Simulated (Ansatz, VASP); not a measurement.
**Two plane-wave programs on TiC**

```
Ti C
1.0
     0.00000    2.09908    2.16400
     2.22892    0.00000    2.16400
     2.22892    2.09908    0.00000
Ti C
1 1
Cartesian
  0.0000 0.0000 0.0000
  2.2289 2.0991 2.1640
```

Change from the starting cell: strain +0.0300 x Voigt [1, -1, 0, 0, 0, 0], atoms carried along.

Alike in both runs: task single point; functional PBE; k mesh 18 × 18 × 18; occupations gaussian, width 0.15 eV; no spin polarisation.

```csv
,VASP,Ansatz
version,VASP 6.6.1,Ansatz 0.2.0
potentials or method,"VASP PAW PBE potentials, release 64 (Ti_sv, C), cutoff 520 eV","scalar-relativistic, plane waves, PAW"
valence electrons in the cell,16,16
```

Ansatz gave:

- gap on the k mesh at the Fermi level (eV): none
- pressure (GPa): 2.4
- traceless stress, the component that is largest in VASP (GPa): 12.71

**Question.** Estimate VASP's values.

**Answer.** gap on the k mesh at the Fermi level (eV): none; pressure (GPa): 2.6; traceless stress, the component that is largest in VASP (GPa): 12.79.

A gap of «none» marks a metal or a gap that the smearing closes. With one functional, cell and mesh, what is left measures potentials, basis and numerics.
